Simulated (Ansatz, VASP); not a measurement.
SrGaI3: VASP beside Ansatz

INCAR

```
SYSTEM = SrGaI3
PREC = Accurate
ENCUT = 520
EDIFF = 1E-7
ISMEAR = 0
SIGMA = 0.1
LREAL = .FALSE.
LASPH = .TRUE.
NELM = 60
ALGO = Normal
ISIF = 2
LWAVE = .FALSE.
LCHARG = .FALSE.
GGA = PE
NBANDS = 55
```

KPOINTS

```
regular mesh
0
G
  3 3 4
  0 0 0
```

Contents of POSCAR:

```
SrGaI3
1.0
    7.7046750000      0.0000000000      0.0000000000
   -3.8523375000      6.6724442800      0.0000000000
    0.0000000000      0.0000000000      6.4719270000
Sr Ga I
2 2 6
Direct
    0.3333333300      0.6666666700      0.7500000000
    0.6666666700      0.3333333300      0.2500000000
    0.0000000000      0.0000000000      0.0000000000
    0.0000000000      0.0000000000      0.5000000000
    0.8333333300      0.6666666700      0.7500000000
    0.3333333300      0.1666666700      0.7500000000
    0.8333333300      0.1666666700      0.7500000000
    0.1666666700      0.3333333300      0.2500000000
    0.6666666700      0.8333333300      0.2500000000
    0.1666666700      0.8333333300      0.2500000000
```

Input for Ansatz:

```yaml
crystal:
  lattice:
    - [7.704675, 0.0, 0.0]
    - [-3.8523375, 6.67244428, 0.0]
    - [0.0, 0.0, 6.471927]
  atoms:
    - { symbol: Sr, position: [0.33333333, 0.66666667, 0.75] }
    - { symbol: Sr, position: [0.66666667, 0.33333333, 0.25] }
    - { symbol: Ga, position: [0.0, 0.0, 0.0] }
    - { symbol: Ga, position: [0.0, 0.0, 0.5] }
    - { symbol: I, position: [0.83333333, 0.66666667, 0.75] }
    - { symbol: I, position: [0.33333333, 0.16666667, 0.75] }
    - { symbol: I, position: [0.83333333, 0.16666667, 0.75] }
    - { symbol: I, position: [0.16666667, 0.33333333, 0.25] }
    - { symbol: I, position: [0.66666667, 0.83333333, 0.25] }
    - { symbol: I, position: [0.16666667, 0.83333333, 0.25] }
basis:
  ecutwfc: 420
kpoints:
  mp_grid: { grid: [3, 3, 4] }
hamiltonian:
  xc: pbe
scf:
  occupations: { method: gaussian, width: 0.1 }
  lower_state_search: "off"
output:
  forces: true
  stress: true
  eigenvalues: true
```

Alike in both runs: task single point; functional PBE; k mesh 3 × 3 × 4; occupations gaussian, width 0.1 eV; no spin polarisation.

|  | VASP | Ansatz |
| --- | --- | --- |
| version | VASP 6.6.1 | Ansatz 0.2.0 |
| potentials or method | VASP PAW PBE potentials, release 64 (Sr_sv, Ga_d, I), cutoff 520 eV | scalar-relativistic, plane waves, PAW |
| valence electrons in the cell | 88 | 148 |

|  | VASP | Ansatz | Ansatz less VASP |
| --- | --- | --- | --- |
| gap on the k mesh at the Fermi level (eV) | none | none | - |
| pressure (GPa) | 6.2 | 6.1 | -0.03 |
| traceless stress, the component that is largest in VASP (GPa) | 0.17 | 0.18 | +0.007 |
| rms of the force components (eV/Å) | 0.925 | 0.923 | -0.0017 |

Atom by atom the forces differ by 0.002 eV/Å (rms over components). A gap of «none» marks a metal or a gap that the smearing closes. The functional is the same, so the differences come from potentials, cutoffs and numerics. VASP's potentials hold 88 valence electrons a cell and Ansatz's 148, so a difference there can come from the potentials and not from the codes.

Spin-orbit coupling is off throughout.
